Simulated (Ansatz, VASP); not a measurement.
## LiF in VASP and in Ansatz

```
CELL_PARAMETERS angstrom
2.98310 0.00000 0.00000
-1.49155 2.58344 0.00000
0.00000 0.00000 4.80696
ATOMIC_POSITIONS crystal
Li 0.33333 0.66667 0.42141
Li 0.66667 0.33333 0.92141
F 0.33333 0.66667 0.99102
F 0.66667 0.33333 0.49102
```

Alike in both runs: task single point; functional LDA; k mesh 9 × 9 × 6; occupations gaussian, width 0.05 eV; no spin polarisation.

```csv
,VASP,Ansatz
version,VASP 6.6.1,Ansatz 0.2.0
potentials or method,"VASP PAW LDA potentials, release 64 (Li_sv, F), cutoff 520 eV","scalar-relativistic, plane waves, PAW"
valence electrons in the cell,20,20
```

Ansatz gave:

- gap on the k mesh at the Fermi level (eV): 7.70
- least direct gap on the mesh (eV): 7.70
- rms of the force components (eV/Å): 0.230

Problem. Estimate VASP's values.

Solution. gap on the k mesh at the Fermi level (eV): 7.69; least direct gap on the mesh (eV): 7.69; rms of the force components (eV/Å): 0.232.

LDA's correlation is that of Perdew and Zunger in VASP and of Perdew and Wang (1992) in Ansatz. Atom by atom the forces differ by 0.003 eV/Å (rms over components).

Noted on VASP's run: the cutoff is short for stress, so the pressure is rough.
